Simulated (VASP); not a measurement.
# GeS (Pnma) in VASP: single point with r2SCAN

Aim: the single point of GeS with r2SCAN.

All numbers are computed with VASP 6.6.1; they aren't measurements. Logs are shortened: lines on timing, memory, paths and dates and some standing lists are left out, and cuts for length are marked.

### 1 The cell of the first run

The structure is orthorhombic, space group Pnma (No. 62). Conventional cell: a = 11.206 Å, b = 3.578 Å, c = 4.674 Å, α = 90.00°, β = 90.00°, γ = 90.00°. Ge (site symmetry m) has 3 S at 2.42 to 2.44 Å within 3.2 Å. S (site symmetry m) has 3 Ge at 2.42 to 2.44 Å within 3.2 Å.

### 2 Single point, r2SCAN (23.42 Å³/atom)

Contents of POSCAR:

```
GeS
1.0
   11.2058526273      0.0000000000      0.0000000000
    0.0000000000      3.5776209462      0.0000000000
    0.0000000000      0.0000000000      4.6742709963
Ge S
4 4
Direct
    0.1329278241      0.2500000000      0.1428523178
    0.3670721759      0.7500000000      0.6428523178
    0.6329278241      0.2500000000      0.3571476822
    0.8670721759      0.7500000000      0.8571476822
    0.8407387519      0.2500000000      0.5143022988
    0.6592612481      0.7500000000      0.0143022988
    0.3407387519      0.2500000000      0.9856977012
    0.1592612481      0.7500000000      0.4856977012
```

Contents of INCAR.step1:

```
SYSTEM = GeS
PREC = Accurate
ENCUT = 550
ISMEAR = 0
SIGMA = 0.02
LREAL = .FALSE.
LASPH = .TRUE.
NELM = 120
NBANDS = 50
GGA = PE
ALGO = Normal
EDIFF = 1E-5
LWAVE = .TRUE.
LCHARG = .FALSE.
GGA_COMPAT = .FALSE.
```

Contents of INCAR.step2:

```
SYSTEM = GeS
PREC = Accurate
ENCUT = 550
EDIFF = 1E-6
ISMEAR = 0
SIGMA = 0.02
LREAL = .FALSE.
LASPH = .TRUE.
NELM = 120
ALGO = Normal
ISIF = 2
LWAVE = .FALSE.
LCHARG = .FALSE.
METAGGA = R2SCAN
LMIXTAU = .TRUE.
NBANDS = 50
ISTART = 1
GGA_COMPAT = .FALSE.
```

Contents of KPOINTS:

```
regular mesh
0
G
  4 8 6
  0 0 0
```

Potentials or basis: VASP PAW PBE potentials, release 64 (Ge_d, S).

Launch:

```bash
$ cat potpaw_PBE.64/Ge_d/POTCAR potpaw_PBE.64/S/POTCAR > POTCAR
$ cp INCAR.step1 INCAR
$ mpirun -np 1 vasp_std > vasp.out
$ cp INCAR.step2 INCAR
$ mpirun -np 1 vasp_std > vasp.out
```

OUTCAR:

```text
SYSTEM = GeS
   PREC = Accurate
   ENCUT = 550
   EDIFF = 1E-6
   ISMEAR = 0
   LREAL = .FALSE.
   LASPH = .TRUE.
   NELM = 120
   ISIF = 2
   METAGGA = R2SCAN
   ISTART = 1

 ion  position               nearest neighbor table
   1  0.133  0.250  0.143-   8 2.42   8 2.42   7 2.44
   2  0.367  0.750  0.643-   7 2.42   7 2.42   8 2.44
   3  0.633  0.250  0.357-   6 2.42   6 2.42   5 2.44
   4  0.867  0.750  0.857-   5 2.42   5 2.42   6 2.44
   5  0.841  0.250  0.514-   4 2.42   4 2.42   3 2.44
   6  0.659  0.750  0.014-   3 2.42   3 2.42   4 2.44
   7  0.341  0.250  0.986-   2 2.42   2 2.42   1 2.44
   8  0.159  0.750  0.486-   1 2.42   1 2.42   2 2.44

  LATTYP: Found a simple orthorhombic cell.
 ALAT       =     3.5776209462
 B/A-ratio  =     1.3065305315
 C/A-ratio  =     3.1322079102

  Lattice vectors:

 A1 = (   0.0000000000,   3.5776209462,   0.0000000000)
 A2 = (   0.0000000000,   0.0000000000,   4.6742709963)
 A3 = (  11.2058526273,   0.0000000000,   0.0000000000)

Analysis of symmetry for initial positions (statically):
=====================================================================
 Subroutine PRICEL returns:
 Original cell was already a primitive cell.

 Routine SETGRP: Setting up the symmetry group for a
 simple orthorhombic supercell.

 Subroutine GETGRP returns: Found  8 space group operations
 (whereof  2 operations were pure point group operations)
 out of a pool of  8 trial point group operations.

The static configuration has the point symmetry S_2 .
 The point group associated with its full space group is D_2h.

Analysis of symmetry for dynamics (positions and initial velocities):
=====================================================================
 Subroutine PRICEL returns:
 Original cell was already a primitive cell.

 Routine SETGRP: Setting up the symmetry group for a
 simple orthorhombic supercell.

 Subroutine GETGRP returns: Found  8 space group operations
 (whereof  2 operations were pure point group operations)
 out of a pool of  8 trial point group operations.

The dynamic configuration has the point symmetry S_2 .
 The point group associated with its full space group is D_2h.

 Subroutine INISYM returns: Found  8 space group operations
 (whereof  2 operations are pure point group operations),
 and found     1 'primitive' translations

----------------------------------------------------------------------------------------

                                     Primitive cell

  volume of cell :     187.3929

  direct lattice vectors                    reciprocal lattice vectors
    11.205852627  0.000000000  0.000000000     0.089239082  0.000000000  0.000000000
     0.000000000  3.577620946  0.000000000     0.000000000  0.279515358  0.000000000
     0.000000000  0.000000000  4.674270996     0.000000000  0.000000000  0.213937104

  length of vectors
    11.205852627  3.577620946  4.674270996     0.089239082  0.279515358  0.213937104

  position of ions in fractional coordinates (direct lattice)
     0.132927824  0.250000000  0.142852318
     0.367072176  0.750000000  0.642852318
     0.632927824  0.250000000  0.357147682
     0.867072176  0.750000000  0.857147682
     0.840738752  0.250000000  0.514302299
     0.659261248  0.750000000  0.014302299
     0.340738752  0.250000000  0.985697701
     0.159261248  0.750000000  0.485697701

  ion indices of the primitive-cell ions
   primitive index   ion index
                 1           1
                 2           2
                 3           3
                 4           4
                 5           5
                 6           6
                 7           7
                 8           8

----------------------------------------------------------------------------------------

 KPOINTS: regular mesh

Automatic generation of k-mesh.
 Grid dimensions read from file:
 generate k-points for:    4    8    6

 Generating k-lattice:

  Cartesian coordinates                     Fractional coordinates (reciprocal lattice)
     0.022309770  0.000000000  0.000000000     0.250000000  0.000000000  0.000000000
     0.000000000  0.034939420  0.000000000     0.000000000  0.125000000  0.000000000
     0.000000000  0.000000000  0.035656184     0.000000000  0.000000000  0.166666667

  Length of vectors
     0.022309770  0.034939420  0.035656184

  Shift w.r.t. Gamma in fractional coordinates (k-lattice)
     0.000000000  0.000000000  0.000000000

 Subroutine IBZKPT returns following result:
 ===========================================

 Found     60 irreducible k-points:

 Following reciprocal coordinates:
            Coordinates               Weight
  0.000000  0.000000  0.000000      1.000000
  0.250000  0.000000  0.000000      2.000000
  0.500000  0.000000  0.000000      1.000000
  0.000000  0.125000  0.000000      2.000000
  0.250000  0.125000  0.000000      4.000000
  0.500000  0.125000  0.000000      2.000000
[... 16 lines left out ...]
  0.250000  0.250000  0.166667      8.000000
  0.500000  0.250000  0.166667      4.000000
 [... further k-points ...]
   k-points           NKPTS =     60   k-points in BZ     NKDIM =     60   number of bands    NBANDS=     50
   number of dos      NEDOS =    301   number of ions     NIONS =      8
   total plane-waves  NPLWV =  90720
   dimension x,y,z NGX =    90 NGY =   28 NGZ =   36
   dimension x,y,z NGXF=   180 NGYF=   56 NGZF=   72
   ions per type =               4   4
   NGX,Y,Z   is equivalent  to a cutoff of  13.35, 13.01, 12.80 a.u.
   NGXF,Y,Z  is equivalent  to a cutoff of  26.70, 26.02, 25.61 a.u.
 SYSTEM =  GeS
   PREC   = accura    normal or accurate (medium, high low for compatibility)
   ISTART =      1    job   : 0-new  1-cont  2-samecut
   ICHARG =      0    charge: 1-file 2-atom 10-const
   ISPIN  =      1    spin polarized calculation?
   LNONCOLLINEAR =      F non collinear calculations
   LSORBIT =      F    spin-orbit coupling
   LASPH  =      T    aspherical Exc in radial PAW
   ENCUT  =  550.0 eV  40.42 Ry    6.36 a.u.  21.43  6.84  8.94*2*pi/ulx,y,z
   NELM   =    120;   NELMIN=  2; NELMDL=  0     # of ELM steps
   EDIFF  = 0.1E-05   stopping-criterion for ELM
   LREAL  =      F    real-space projection
   EDIFFG = 0.1E-04   stopping-criterion for IOM
   NSW    =      0    number of steps for IOM
   IBRION =     -1    ionic relax: 0-MD 1-quasi-New 2-CG
   NFREE  =      0    steps in history (QN), initial steepest desc. (CG)
   ISIF   =      2    stress and relaxation
   ISYM   =      2    0-nonsym 1-usesym 2-fastsym
   POTIM  = 0.5000    time-step for ionic-motion
   TEBEG  =    0.0;   TEEND  =   0.0 temperature during run
   PSTRESS=    0.0 pullay stress
   NELECT =      80.0000    total number of electrons
   NUPDOWN=      -1.0000    fix difference up-down
   EMIN   =  10.00;   EMAX   =-10.00  energy-range for DOS
   EFERMI =   0.00;   METHOD = LEGACY
   ISMEAR =     0;   SIGMA  =   0.02  broadening in eV -4-tet -1-fermi 0-gaus
   EFERMI_NEDOS =   21; number of points for ismear=-14 and -15
   IALGO  =     38    algorithm
   IMIX   =      4    mixing-type and parameters
     AMIX     =   0.40;   BMIX     =  1.00
     AMIX_MAG =   1.60;   BMIX_MAG =  1.00
  volume/ion in A,a.u.               =      23.42       158.07
  Fermi-wavevector in a.u.,A,eV,Ry     =   1.232690  2.329446 20.674380  1.519524
  Thomas-Fermi vector in A             =   2.367450
   LORBIT       =      0    0 simple, 1 ext, 2 COOP (PROOUT), +10 PAW based schemes
   METAGGA = R2SCAN    functional components
   LHFCALC =     F    Hartree Fock is set to
   AEXX    =    0.0000 exact exchange contribution
   IVDW    =     0    specifies the selected vdW correction
   LEPSILON=     F    determine dielectric tensor
   LRPA    =     F    only Hartree local field effects (RPA)
 non-spin polarized calculation
 Gauss-broadening in eV      SIGMA  =   0.02
  energy-cutoff  :      550.00
  volume of cell :      187.39
 maximum number of plane-waves:      5536
 NGX is ok and might be reduce to    90
   NGX = 43   NGY = 13   NGZ = 17

 number of electron      79.9999987 magnetization

 Free energy of the ion-electron system (eV)
  ---------------------------------------------------
  ext. energy  EPLUGINS =         0.00000000
  ---------------------------------------------------
  free energy    TOTEN  =       -89.56916296 eV

  energy without entropy =      -89.56916296  energy(sigma->0) =      -89.56916296

 E-fermi :   3.7782     XC(G=0):  -9.9996

 val. band max:        3.6633786673   @ k =   0.0000   0.0000   0.0000
 cond. band min:       5.0850952846   @ k =   0.0000   0.0000   0.0000
 fundamental gap:      1.4217166174
 Fermi energy:         3.7782342370

 k-point     1 :       0.0000    0.0000    0.0000
  band No.  band energies     occupation
      1     -21.5130      2.00000
      2     -21.5118      2.00000
      3     -21.5039      2.00000
      4     -21.5031      2.00000
      5     -21.4984      2.00000
      6     -21.4981      2.00000
[... 42 lines left out ...]
     49       9.6532      0.00000
     50       9.6687      0.00000

 k-point     2 :       0.2500    0.0000    0.0000
  band No.  band energies     occupation
      1     -21.5128      2.00000
      2     -21.5120      2.00000
      3     -21.5038      2.00000
      4     -21.5032      2.00000
      5     -21.4984      2.00000
      6     -21.4982      2.00000
[... 42 lines left out ...]
     49       9.4248      0.00000
     50       9.4297      0.00000

 k-point     3 :       0.5000    0.0000    0.0000
  band No.  band energies     occupation
      1     -21.5124      2.00000
      2     -21.5124      2.00000
      3     -21.5035      2.00000
      4     -21.5035      2.00000
      5     -21.4983      2.00000
      6     -21.4983      2.00000
[... 1102 lines left out ...]
     49       8.6012      0.00000
     50       9.1470      0.00000

 k-point    24 :       0.5000    0.2500    0.1667
  band No.  band energies     occupation
      1     -21.5074      2.00000
      2     -21.5074      2.00000
      3     -21.5038      2.00000
      4     -21.5038      2.00000
      5     -21.4971      2.00000
      6     -21.4971      2.00000
[... 42 lines left out ...]
     49       8.8122      0.00000
     50       8.8122      0.00000

 [... further k-points ...]

------------------------ aborting loop because EDIFF is reached ----------------------------------------

  FORCE on cell =-STRESS in cart. coord.  units (eV):
  Direction    XX          YY          ZZ          XY          YZ          ZX
  --------------------------------------------------------------------------------------
  -------------------------------------------------------------------------------------
  Total       -0.9651651     -1.0083415     -0.9385131      0.0000000      0.0000000      0.0000000
  in kB       -8.2519977     -8.6211480     -8.0241270      0.0000000      0.0000000      0.0000000
  external PRESSURE =      -8.2990909 kB  Pullay stress =       0.0000000 kB

 VOLUME and BASIS-vectors are now :
 -----------------------------------------------------------------------------
  energy-cutoff  :      550.00
  volume of cell :      187.39
      direct lattice vectors                 reciprocal lattice vectors
    11.205852627  0.000000000  0.000000000     0.089239082  0.000000000  0.000000000
     0.000000000  3.577620946  0.000000000     0.000000000  0.279515358  0.000000000
     0.000000000  0.000000000  4.674270996     0.000000000  0.000000000  0.213937104

 POSITION                                       TOTAL-FORCE (eV/Angst)
 -----------------------------------------------------------------------------------
      1.48957      0.89441      0.66773         0.001482      0.000000     -0.001216
      4.11336      2.68322      3.00487        -0.001482      0.000000     -0.001216
      7.09250      0.89441      1.66941         0.001482     -0.000000      0.001216
      9.71628      2.68322      4.00654        -0.001482     -0.000000      0.001216
      9.42119      0.89441      2.40399        -0.003548     -0.000000      0.000257
      7.38758      2.68322      0.06685         0.003548     -0.000000      0.000257
      3.81827      0.89441      4.60742        -0.003548     -0.000000     -0.000257
      1.78466      2.68322      2.27028         0.003548     -0.000000     -0.000257
 -----------------------------------------------------------------------------------
    total drift:                                0.000000      0.000000      0.000000

  FREE ENERGIE OF THE ION-ELECTRON SYSTEM (eV)
  ---------------------------------------------------
  free  energy   TOTEN  =       -89.5691629559 eV

  energy  without entropy=      -89.5691629559  energy(sigma->0) =      -89.56916296
```

Wall time 16 min (1 thread of Intel Xeon 6975P-C (Granite Rapids), shared host); peak memory 0.61 GiB.

Results:

```
Free energy            : -89.5692 eV
Pressure               : -0.8 GPa
Largest force          : 0.004 eV/Å
Band gap on the k mesh : 1.42 eV
```

Forces in eV/Å, atoms in the order of the input:
```
Ge   0.001  0.000 -0.001
Ge  -0.001  0.000 -0.001
Ge   0.001  0.000  0.001
Ge  -0.001  0.000  0.001
S   -0.004  0.000  0.000
S    0.004  0.000  0.000
S   -0.004  0.000  0.000
S    0.004  0.000  0.000
```

Levels at points of the mesh, in eV from the valence-band top:
```
           k point  band 38  band 39  band 40  band 41  band 42  band 43
(0.00, 0.00, 0.00)    -1.03    -0.90     0.00     1.42     2.42     2.89
(0.50, 0.00, 0.00)    -1.90    -0.41    -0.41     2.20     2.20     2.82
(0.00, 0.50, 0.00)    -1.78    -1.36    -1.36     1.53     1.53     1.90
(0.50, 0.50, 0.00)    -1.65    -1.65    -1.65     1.84     1.84     1.84
(0.00, 0.00, 0.50)    -1.31    -0.59    -0.59     2.18     2.18     2.67
(0.50, 0.00, 0.50)    -1.23    -0.60    -0.60     2.20     2.20     2.54
(0.00, 0.50, 0.50)    -1.76    -1.27    -1.27     3.10     3.10     3.23
(0.50, 0.50, 0.50)    -1.41    -1.41    -1.41     3.06     3.06     3.06
```

Caveat: the PAW data sets were made with another functional, which shifts forces and pressure a little.
